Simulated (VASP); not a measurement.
# SrCd (Pmmm) in VASP: notebook

SrCd is run at these levels: LDA; tasks: single point.

Everything below comes from runs of VASP 6.6.1. Logs are shortened: lines on timing, memory, paths and dates and some standing lists are left out, and cuts for length are marked.

## 1. The cell of the first run

Symmetry: Pmmm, No. 47, orthorhombic system. Conventional cell: a = 3.703 Å, b = 4.003 Å, c = 4.303 Å, α = 90.00°, β = 90.00°, γ = 90.00°. Sr (site symmetry mmm) has 8 Cd at 3.47 Å and 6 Sr at 3.70 to 4.30 Å within 4.6 Å. Cd (site symmetry mmm) has 8 Sr at 3.47 Å and 6 Cd at 3.70 to 4.30 Å within 4.6 Å.

## 2. Single point, LDA (strain -0.0750 x Voigt [1, -1, 0, 0, 0, 0])

INCAR reads:

```
ALGO = Normal
EDIFF = 1E-6
ENCUT = 500
GGA_COMPAT = F
ISIF = 2
ISMEAR = 0
LASPH = T
LCHARG = F
LREAL = F
LWAVE = F
NBANDS = 18
NELM = 120
PREC = Accurate
SIGMA = 0.15
```

KPOINTS reads:

```
k-points
0
Gamma
  12 12 12
```

POSCAR reads:

```
SrCd
1.0
    3.7027750000      0.0000000000      0.0000000000
    0.0000000000      4.3032250000      0.0000000000
    0.0000000000      0.0000000000      4.0030000000
Sr Cd
1 1
Direct
    0.5000000000      0.5000000000      0.5000000000
    0.0000000000      0.0000000000      0.0000000000
```

Potentials or basis: VASP PAW LDA potentials, release 64 (Sr_sv, Cd).

Command:

```bash
> cat potpaw_LDA.64/Sr_sv/POTCAR potpaw_LDA.64/Cd/POTCAR > POTCAR
> mpirun -np 1 vasp_std > vasp.out
```

OUTCAR:

```text
EDIFF = 1E-6
   ENCUT = 500
   ISIF = 2
   ISMEAR = 0
   LASPH = T
   LREAL = F
   NELM = 120
   PREC = Accurate

 ion  position               nearest neighbor table
   1  0.500  0.500  0.500-   2 3.47   2 3.47   2 3.47   2 3.47   2 3.47   2 3.47   2 3.47   2 3.47

   2  0.000  0.000  0.000-   1 3.47   1 3.47   1 3.47   1 3.47   1 3.47   1 3.47   1 3.47   1 3.47

  LATTYP: Found a simple orthorhombic cell.
 ALAT       =     3.7027750000
 B/A-ratio  =     1.0810810811
 C/A-ratio  =     1.1621621622

  Lattice vectors:

 A1 = (  -3.7027750000,   0.0000000000,   0.0000000000)
 A2 = (   0.0000000000,   0.0000000000,   4.0030000000)
 A3 = (   0.0000000000,   4.3032250000,   0.0000000000)

Analysis of symmetry for initial positions (statically):
=====================================================================
 Subroutine PRICEL returns:
 Original cell was already a primitive cell.

 Routine SETGRP: Setting up the symmetry group for a
 simple orthorhombic supercell.

 Subroutine GETGRP returns: Found  8 space group operations
 (whereof  8 operations were pure point group operations)
 out of a pool of  8 trial point group operations.

The static configuration has the point symmetry D_2h.

Analysis of symmetry for dynamics (positions and initial velocities):
=====================================================================
 Subroutine PRICEL returns:
 Original cell was already a primitive cell.

 Routine SETGRP: Setting up the symmetry group for a
 simple orthorhombic supercell.

 Subroutine GETGRP returns: Found  8 space group operations
 (whereof  8 operations were pure point group operations)
 out of a pool of  8 trial point group operations.

The dynamic configuration has the point symmetry D_2h.

 Subroutine INISYM returns: Found  8 space group operations
 (whereof  8 operations are pure point group operations),
 and found     1 'primitive' translations

----------------------------------------------------------------------------------------

                                     Primitive cell

  volume of cell :      63.7833

  direct lattice vectors                    reciprocal lattice vectors
     3.702775000  0.000000000  0.000000000     0.270067719  0.000000000  0.000000000
     0.000000000  4.303225000  0.000000000     0.000000000  0.232383852  0.000000000
     0.000000000  0.000000000  4.003000000     0.000000000  0.000000000  0.249812641

  length of vectors
     3.702775000  4.303225000  4.003000000     0.270067719  0.232383852  0.249812641

  position of ions in fractional coordinates (direct lattice)
     0.500000000  0.500000000  0.500000000
     0.000000000  0.000000000  0.000000000

  ion indices of the primitive-cell ions
   primitive index   ion index
                 1           1
                 2           2

----------------------------------------------------------------------------------------

 KPOINTS: k-points

Automatic generation of k-mesh.
 Grid dimensions read from file:
 generate k-points for:   12   12   12

 Generating k-lattice:

  Cartesian coordinates                     Fractional coordinates (reciprocal lattice)
     0.022505643  0.000000000  0.000000000     0.083333333  0.000000000  0.000000000
     0.000000000  0.019365321  0.000000000     0.000000000  0.083333333  0.000000000
     0.000000000  0.000000000  0.020817720     0.000000000  0.000000000  0.083333333

  Length of vectors
     0.022505643  0.019365321  0.020817720

  Shift w.r.t. Gamma in fractional coordinates (k-lattice)
     0.000000000  0.000000000  0.000000000

 Subroutine IBZKPT returns following result:
 ===========================================

 Found    343 irreducible k-points:

 Following reciprocal coordinates:
            Coordinates               Weight
  0.000000  0.000000  0.000000      1.000000
  0.083333  0.000000  0.000000      2.000000
  0.166667  0.000000  0.000000      2.000000
  0.250000  0.000000  0.000000      2.000000
  0.333333  0.000000  0.000000      2.000000
  0.416667  0.000000  0.000000      2.000000
[... 16 lines left out ...]
  0.083333  0.250000  0.000000      4.000000
  0.166667  0.250000  0.000000      4.000000
 [... further k-points ...]
   k-points           NKPTS =    343   k-points in BZ     NKDIM =    343   number of bands    NBANDS=     18
   number of dos      NEDOS =    301   number of ions     NIONS =      2
   total plane-waves  NPLWV =  26880
   dimension x,y,z NGX =    28 NGY =   32 NGZ =   30
   dimension x,y,z NGXF=    56 NGYF=   64 NGZF=   60
   ions per type =               1   1
   NGX,Y,Z   is equivalent  to a cutoff of  12.57, 12.36, 12.46 a.u.
   NGXF,Y,Z  is equivalent  to a cutoff of  25.14, 24.73, 24.92 a.u.
 SYSTEM =  unknown system
   PREC   = accura    normal or accurate (medium, high low for compatibility)
   ISTART =      0    job   : 0-new  1-cont  2-samecut
   ICHARG =      2    charge: 1-file 2-atom 10-const
   ISPIN  =      1    spin polarized calculation?
   LNONCOLLINEAR =      F non collinear calculations
   LSORBIT =      F    spin-orbit coupling
   LASPH  =      T    aspherical Exc in radial PAW
   ENCUT  =  500.0 eV  36.75 Ry    6.06 a.u.   6.75  7.85  7.30*2*pi/ulx,y,z
   NELM   =    120;   NELMIN=  2; NELMDL= -5     # of ELM steps
   EDIFF  = 0.1E-05   stopping-criterion for ELM
   LREAL  =      F    real-space projection
   EDIFFG = 0.1E-04   stopping-criterion for IOM
   NSW    =      0    number of steps for IOM
   IBRION =     -1    ionic relax: 0-MD 1-quasi-New 2-CG
   NFREE  =      0    steps in history (QN), initial steepest desc. (CG)
   ISIF   =      2    stress and relaxation
   ISYM   =      2    0-nonsym 1-usesym 2-fastsym
   POTIM  = 0.5000    time-step for ionic-motion
   TEBEG  =    0.0;   TEEND  =   0.0 temperature during run
   PSTRESS=    0.0 pullay stress
   NELECT =      22.0000    total number of electrons
   NUPDOWN=      -1.0000    fix difference up-down
   EMIN   =  10.00;   EMAX   =-10.00  energy-range for DOS
   EFERMI =   0.00;   METHOD = LEGACY
   ISMEAR =     0;   SIGMA  =   0.15  broadening in eV -4-tet -1-fermi 0-gaus
   EFERMI_NEDOS =   21; number of points for ismear=-14 and -15
   IALGO  =     38    algorithm
   IMIX   =      4    mixing-type and parameters
     AMIX     =   0.40;   BMIX     =  1.00
     AMIX_MAG =   1.60;   BMIX_MAG =  1.00
  volume/ion in A,a.u.               =      31.89       215.22
  Fermi-wavevector in a.u.,A,eV,Ry     =   1.148101  2.169596 17.934326  1.318136
  Thomas-Fermi vector in A             =   2.284778
   LORBIT       =      0    0 simple, 1 ext, 2 COOP (PROOUT), +10 PAW based schemes
   GGA     = CA    functional components
   LHFCALC =     F    Hartree Fock is set to
   AEXX    =    0.0000 exact exchange contribution
   IVDW    =     0    specifies the selected vdW correction
   LEPSILON=     F    determine dielectric tensor
   LRPA    =     F    only Hartree local field effects (RPA)
 non-spin polarized calculation
 Gauss-broadening in eV      SIGMA  =   0.15
  energy-cutoff  :      500.00
  volume of cell :       63.78
 maximum number of plane-waves:      1638
 NGX is ok and might be reduce to    28
   NGX = 13   NGY = 15   NGZ = 15

 number of electron      21.9999998 magnetization

 Free energy of the ion-electron system (eV)
  ---------------------------------------------------
  ext. energy  EPLUGINS =         0.00000000
  ---------------------------------------------------
  free energy    TOTEN  =        -4.04406501 eV

  energy without entropy =       -4.02815011  energy(sigma->0) =       -4.03610756

 E-fermi :   2.0908     XC(G=0):  -9.4603

 val. band max:        2.0862667347   @ k =   0.0000   0.4167   0.5000
 cond. band min:       2.0915568461   @ k =   0.1667   0.3333   0.4167
 fundamental gap:      0.0052901114
 Fermi energy:         2.0908046451

 k-point     1 :       0.0000    0.0000    0.0000
  band No.  band energies     occupation
      1     -33.5221      2.00000
      2     -15.5935      2.00000
      3     -15.5492      2.00000
      4     -15.4862      2.00000
      5      -6.5543      2.00000
      6      -6.5106      2.00000
[... 10 lines left out ...]
     17       7.5346      0.00000
     18       7.6892      0.00000

 k-point     2 :       0.0833    0.0000    0.0000
  band No.  band energies     occupation
      1     -33.5200      2.00000
      2     -15.5905      2.00000
      3     -15.5464      2.00000
      4     -15.5176      2.00000
      5      -6.5359      2.00000
      6      -6.5072      2.00000
[... 10 lines left out ...]
     17       7.5245      0.00000
     18       7.8787      0.00000

 k-point     3 :       0.1667    0.0000    0.0000
  band No.  band energies     occupation
      1     -33.5142      2.00000
      2     -15.6020      2.00000
      3     -15.5823      2.00000
      4     -15.5387      2.00000
      5      -6.5034      2.00000
      6      -6.4805      2.00000
[... 10 lines left out ...]
     17       7.8733      0.00000
     18       8.3249      0.00000

 k-point     4 :       0.2500    0.0000    0.0000
  band No.  band energies     occupation
      1     -33.5062      2.00000
      2     -15.7144      2.00000
      3     -15.5711      2.00000
      4     -15.5281      2.00000
      5      -6.4911      2.00000
      6      -6.4125      2.00000
[... 375 lines left out ...]
      4     -15.4833      2.00000
      5      -6.5428      2.00000
      6      -6.4571      2.00000
[... 10 lines left out ...]
     17       8.8078      0.00000
     18       9.6936      0.00000

 k-point    23 :       0.0833    0.2500    0.0000
  band No.  band energies     occupation
      1     -33.5175      2.00000
      2     -15.6558      2.00000
      3     -15.5431      2.00000
      4     -15.5138      2.00000
      5      -6.5266      2.00000
      6      -6.4526      2.00000
[... 10 lines left out ...]
     17       8.9751      0.00000
     18       9.1275      0.00000

 k-point    24 :       0.1667    0.2500    0.0000
  band No.  band energies     occupation
      1     -33.5117      2.00000
      2     -15.6456      2.00000
      3     -15.5957      2.00000
      4     -15.5349      2.00000
      5      -6.4902      2.00000
      6      -6.4331      2.00000
[... 10 lines left out ...]
     17       8.0991      0.00000
     18       9.5897      0.00000

 [... further k-points ...]

------------------------ aborting loop because EDIFF is reached ----------------------------------------

  FORCE on cell =-STRESS in cart. coord.  units (eV):
  Direction    XX          YY          ZZ          XY          YZ          ZX
  --------------------------------------------------------------------------------------
  -------------------------------------------------------------------------------------
  Total        0.0401612     -1.3801421     -0.9059754      0.0000000      0.0000000      0.0000000
  in kB        1.0088109    -34.6678915    -22.7572617      0.0000000      0.0000000      0.0000000
  external PRESSURE =     -18.8054474 kB  Pullay stress =       0.0000000 kB

 VOLUME and BASIS-vectors are now :
 -----------------------------------------------------------------------------
  energy-cutoff  :      500.00
  volume of cell :       63.78
      direct lattice vectors                 reciprocal lattice vectors
     3.702775000  0.000000000  0.000000000     0.270067719  0.000000000  0.000000000
     0.000000000  4.303225000  0.000000000     0.000000000  0.232383852  0.000000000
     0.000000000  0.000000000  4.003000000     0.000000000  0.000000000  0.249812641

 POSITION                                       TOTAL-FORCE (eV/Angst)
 -----------------------------------------------------------------------------------
      1.85139      2.15161      2.00150         0.000000      0.000000      0.000000
      0.00000      0.00000      0.00000         0.000000      0.000000      0.000000
 -----------------------------------------------------------------------------------
    total drift:                               -0.000000      0.000000      0.000000

  FREE ENERGIE OF THE ION-ELECTRON SYSTEM (eV)
  ---------------------------------------------------
  free  energy   TOTEN  =        -4.0440650090 eV

  energy  without entropy=       -4.0281501055  energy(sigma->0) =       -4.03610756
```

Run time: 3.9 min. Hardware: 1 thread of Intel Xeon Platinum 8488C (Sapphire Rapids), shared host; peak memory 0.46 GiB.

Results:

- Free energy: -4.0441 eV
- Pressure: -1.9 GPa
- Band gap on the k mesh: zero (bands 11 and 12 overlap by 1.92 eV)

Levels at points of the mesh, in eV from the Fermi level:
```csv
k point,band 8,band 9,band 10,band 11,band 12,band 13,band 14,band 15
"(0.00, 0.00, 0.00)",-8.44,-8.41,-5.85,1.13,1.29,2.87,3.98,4.81
"(0.50, 0.00, 0.00)",-8.47,-8.37,-3.12,-2.19,1.39,1.92,2.21,4.99
"(0.00, 0.50, 0.00)",-8.45,-8.40,-4.03,-2.62,1.47,2.14,3.22,4.98
"(0.50, 0.50, 0.00)",-8.52,-8.31,-3.08,-0.16,0.32,1.15,3.44,4.14
"(0.00, 0.00, 0.50)",-8.44,-8.43,-3.65,-2.43,1.32,1.57,3.24,5.36
"(0.50, 0.00, 0.50)",-8.49,-8.28,-2.77,0.14,0.42,1.53,3.09,3.52
"(0.00, 0.50, 0.50)",-8.47,-8.37,-3.52,-0.29,-0.09,0.68,4.32,4.58
"(0.50, 0.50, 0.50)",-8.36,-8.27,-0.85,-0.76,-0.72,-0.70,4.69,4.75
```

Caveat: the cell differs from its parent crystal (strain -0.0750 x Voigt [1, -1, 0, 0, 0, 0]).

## 3. Single point, LDA (strain +0.0375 x Voigt [1, -1, 0, 0, 0, 0])

INCAR reads:

```
SYSTEM = SrCd
ALGO = Normal
EDIFF = 1E-6
ENCUT = 500
GGA_COMPAT = .FALSE.
ISIF = 2
ISMEAR = 0
LASPH = .TRUE.
LCHARG = .FALSE.
LREAL = .FALSE.
LWAVE = .FALSE.
NBANDS = 18
NELM = 120
PREC = Accurate
SIGMA = 0.15
```

KPOINTS reads:

```
k-points
0
G
  12 12 12
  0 0 0
```

POSCAR reads:

```
SrCd
1.0
    4.1531125000      0.0000000000      0.0000000000
    0.0000000000      3.8528875000      0.0000000000
    0.0000000000      0.0000000000      4.0030000000
Sr Cd
1 1
Direct
    0.5000000000      0.5000000000      0.5000000000
    0.0000000000      0.0000000000      0.0000000000
```

Potentials or basis: VASP PAW LDA potentials, release 64 (Sr_sv, Cd).

Command:

```bash
> cat potpaw_LDA.64/Sr_sv/POTCAR potpaw_LDA.64/Cd/POTCAR > POTCAR
> mpirun -np 1 vasp_std > vasp.out
```

OUTCAR:

```text
SYSTEM = SrCd
   EDIFF = 1E-6
   ENCUT = 500
   ISIF = 2
   ISMEAR = 0
   LASPH = .TRUE.
   LREAL = .FALSE.
   NELM = 120
   PREC = Accurate

 ion  position               nearest neighbor table
   1  0.500  0.500  0.500-   2 3.47   2 3.47   2 3.47   2 3.47   2 3.47   2 3.47   2 3.47   2 3.47

   2  0.000  0.000  0.000-   1 3.47   1 3.47   1 3.47   1 3.47   1 3.47   1 3.47   1 3.47   1 3.47

  LATTYP: Found a simple orthorhombic cell.
 ALAT       =     3.8528875000
 B/A-ratio  =     1.0389610390
 C/A-ratio  =     1.0779220779

  Lattice vectors:
[... 693 lines left out ...]

  FORCE on cell =-STRESS in cart. coord.  units (eV):
  Direction    XX          YY          ZZ          XY          YZ          ZX
  --------------------------------------------------------------------------------------
  -------------------------------------------------------------------------------------
  Total       -1.0391162     -0.4906480     -0.8446030      0.0000000      0.0000000      0.0000000
  in kB      -25.9913642    -12.2725555    -21.1260161      0.0000000      0.0000000      0.0000000
  external PRESSURE =     -19.7966452 kB  Pullay stress =       0.0000000 kB

 VOLUME and BASIS-vectors are now :
 -----------------------------------------------------------------------------
  energy-cutoff  :      500.00
  volume of cell :       64.05
      direct lattice vectors                 reciprocal lattice vectors
     4.153112500  0.000000000  0.000000000     0.240783268  0.000000000  0.000000000
     0.000000000  3.852887500  0.000000000     0.000000000  0.259545601  0.000000000
     0.000000000  0.000000000  4.003000000     0.000000000  0.000000000  0.249812641

 POSITION                                       TOTAL-FORCE (eV/Angst)
 -----------------------------------------------------------------------------------
      2.07656      1.92644      2.00150         0.000000      0.000000      0.000000
      0.00000      0.00000      0.00000         0.000000      0.000000      0.000000
 -----------------------------------------------------------------------------------
    total drift:                                0.000000      0.000000     -0.000000

  FREE ENERGIE OF THE ION-ELECTRON SYSTEM (eV)
  ---------------------------------------------------
  free  energy   TOTEN  =        -4.0781037409 eV

  energy  without entropy=       -4.0621327716  energy(sigma->0) =       -4.07011826
```

stdout:

```text
POSCAR found type information on POSCAR SrCd
 POSCAR found :  2 types and       2 ions
 scaLAPACK will be used
 LDA part: xc-table for (Slater(with rela. corr.)+CA(PZ))
 , standard interpolation
 POSCAR, INCAR and KPOINTS ok, starting setup
 FFT: planning ... GRIDC
 FFT: planning ... GRID_SOFT
 FFT: planning ... GRID
 WAVECAR not read
 entering main loop
```

Wall time 4.5 min (1 thread of Intel Xeon Platinum 8488C (Sapphire Rapids), shared host); peak memory 0.46 GiB.

What came out:

```
Free energy            : -4.0781 eV
Pressure               : -2.0 GPa
Band gap on the k mesh : zero (bands 11 and 12 overlap by 2.05 eV)
```

Caveat: the cell differs from its parent crystal (strain +0.0375 x Voigt [1, -1, 0, 0, 0, 0]).
